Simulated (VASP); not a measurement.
## In2Sb: single point with PBEsol

Crystal: In2Sb.

```
In Sb
1.0
     5.37990    0.00000    0.00000
    -2.68995    4.65913    0.00000
     0.00000    0.00000    6.72255
In Sb
4 2
Cartesian
  2.6900 1.5530 1.6806
  0.0000 3.1061 5.0419
  0.0000 0.0000 3.3613
  0.0000 0.0000 0.0000
  2.6900 1.5530 5.0419
  0.0000 3.1061 1.6806
```

| Item | Value |
| --- | --- |
| Program | VASP 6.6.1 |
| Task | single point |
| Functional | PBEsol |
| Potentials or basis | VASP PAW PBE potentials, release 64 (In_d, Sb) |
| Cutoff | 520 eV |
| k mesh | 3 × 3 × 1 |
| Occupations | gaussian, width 0.1 eV |
| Spin | no spin polarisation |
| Dipole correction | no |
| Further INCAR settings | ALGO = Normal; EDIFF = 1e-06; NBANDS = 40 |

```yaml
Pressure: -4.3 GPa
Band_gap_on_the_k_mesh: zero (band 31 reaches 6.98 eV, above the bottom of band 32 at 6.63 eV)
```

Stress tensor (GPa, compression positive):
```
-4.71  0.00  0.00
 0.00 -4.71  0.00
 0.00  0.00 -3.51
```

Levels at points of the mesh, in eV from the Fermi level:
| k point | band 28 | band 29 | band 30 | band 31 | band 32 | band 33 | band 34 | band 35 |
| --- | --- | --- | --- | --- | --- | --- | --- | --- |
| (0.00, 0.00, 0.00) | -1.59 | -1.59 | -1.31 | -0.28 | -0.12 | -0.12 | 0.36 | 0.91 |

Wall time 54 s on 1 thread of Intel Xeon 8259CL, on a shared host, peak memory 0.26 GiB.

Caveat: the k points lie up to 0.93 Å⁻¹ apart; the PAW data sets were made with another functional, which shifts forces and pressure a little; spin-orbit coupling is left out, which moves the levels of the heavy elements.
